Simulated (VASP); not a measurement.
Al3Si2F, 6 atoms in the cell. Symmetry: P4mm, No. 99, tetragonal system. The conventional cell has a = 4.288 Å, b = 4.288 Å, c = 5.602 Å, α = 90.00°, β = 90.00°, γ = 90.00°. Within 2.8 Å of Al (site symmetry 2mm) lie 2 F at 2.15 Å and 1 Si at 2.55 Å and 2 Al at 2.70 Å. Within 3.4 Å of Al (site symmetry 4mm) lie 4 Si at 2.57 Å and 4 Al at 2.70 Å and 4 F at 3.37 Å. Si (site symmetry 2mm) has 4 Al at 2.55 to 3.05 Å and 4 Si at 3.03 Å within 3.4 Å. F (site symmetry 4mm) has 4 Al at 2.15 Å within 2.8 Å. 

```yaml
Program: VASP 6.6.1
Task: single point
Functional: PBE
Potentials_or_basis: VASP PAW PBE potentials, release 64 (Al, Si, F)
Cutoff: 600 eV
k_mesh: 3 × 3 × 3
Occupations: gaussian, width 0.15 eV
Spin: no spin polarisation
Dipole_correction: no
Further_INCAR_settings: ALGO = Normal; EDIFF = 1e-06; NBANDS = 21
```

Potentials or basis: VASP PAW PBE potentials, release 64 (Al, Si, F).

Launch:

```console
$ cat potpaw_PBE.64/Al/POTCAR potpaw_PBE.64/Si/POTCAR potpaw_PBE.64/F/POTCAR > POTCAR
$ mpirun -np 1 vasp_std > vasp.out
```

Hardware: 1 thread of Intel(R) Xeon(R) Platinum 8559C (Emerald Rapids) (shared host).

Question: Estimate the wall time of this run.

Answer: Run time: 14 s on 1 thread of Intel(R) Xeon(R) Platinum 8559C (Emerald Rapids), on a shared host, peak memory 0.23 GiB. Counts: scf iterations 14, k points 6.
